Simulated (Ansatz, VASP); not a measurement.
Two plane-wave programs on PN

```
CELL_PARAMETERS angstrom
-0.00229 -0.02279 -2.73203
7.22515 -0.03880 0.00629
-1.76774 -7.11177 -0.06208
ATOMIC_POSITIONS crystal
P 0.00432 0.10137 0.40142
P 0.00433 0.60141 0.40138
P 0.99568 0.39859 0.59856
P 0.99567 0.89857 0.59864
N 0.50966 0.07229 0.27991
N 0.50967 0.57240 0.27986
N 0.49034 0.42770 0.72008
N 0.49033 0.92765 0.72015
```

Change from the starting cell: cell x2, atoms moved at random (sigma 0.15 Å) and cell strained at random (1.5 %), then relaxed without symmetry.

Alike in both runs: functional PBE; k mesh 8 × 4 × 4; occupations gaussian, width 0.2 eV; no spin polarisation.

Ansatz relaxed the structure, and its values are those at the end. VASP's run is a single point on that final structure, the one shown.

```csv
,VASP,Ansatz
version,VASP 6.6.1,Ansatz 0.2.0
potentials or method,"VASP PAW PBE potentials, release 64 (P, N), cutoff 520 eV","scalar-relativistic, plane waves, PAW"
valence electrons in the cell,40,40
```

|  | VASP | Ansatz | Ansatz less VASP |
| --- | --- | --- | --- |
| gap on the k mesh at the Fermi level (eV) | 0.37 | 0.37 | -0.006 |
| least direct gap on the mesh (eV) | 0.39 | 0.38 | -0.006 |
| pressure (GPa) | -0.5 | 0.1 | +0.56 |
| rms of the force components (eV/Å) | 0.059 | 0.002 | -0.0568 |
